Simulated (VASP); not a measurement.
Here is a VASP 6.6.1 calculation.

The input POSCAR:

```
Au
1.0
    0.0000000000      2.0074966285      2.0074966285
    2.0074966285      0.0000000000      2.0074966285
    2.0074966285      2.0074966285      0.0000000000
Au
1
Direct
    0.0000000000      0.0000000000      0.0000000000
```

The input INCAR.step1:

```
ALGO = Normal
EDIFF = 1E-5
ENCUT = 520
GGA = PE
ISIF = 2
ISMEAR = -1
LASPH = True
LCHARG = False
LREAL = False
LWAVE = True
NBANDS = 12
NELM = 60
PREC = Accurate
SIGMA = 0.05
```

The input INCAR.step2:

```
AEXX = 1.0
AGGAC = 0.0
ALDAC = 0.0
ALGO = Normal
EDIFF = 1E-7
ENCUT = 520
GGA = PE
ISIF = 2
ISMEAR = -1
ISTART = 1
LASPH = True
LCHARG = False
LHFCALC = True
LREAL = False
LWAVE = False
NBANDS = 12
NELM = 60
PREC = Accurate
PRECFOCK = Normal
SIGMA = 0.05
```

Contents of KPOINTS:

```
k-points
0
Gamma
  6 6 6
```

Potentials or basis: VASP PAW PBE potentials, release 64 (Au).

The run is started by

```bash
$ cat potpaw_PBE.64/Au/POTCAR > POTCAR
$ cp INCAR.step1 INCAR
$ mpirun -np 1 vasp_std > vasp.out
$ cp INCAR.step2 INCAR
$ mpirun -np 1 vasp_std > vasp.out
```

Q: What does it give for the band gap on the k mesh?

A: Zero (an odd number of electrons rules out a gap without spin polarisation).

Q: Estimate the pressure.

A: 34.9 GPa.

Caveat: the k points lie up to 0.45 Å⁻¹ apart, too coarse for converged energies and pressures of a metal; the PAW data sets were made with another functional, which shifts forces and pressure a little; spin-orbit coupling is left out, which moves the levels of the heavy elements.
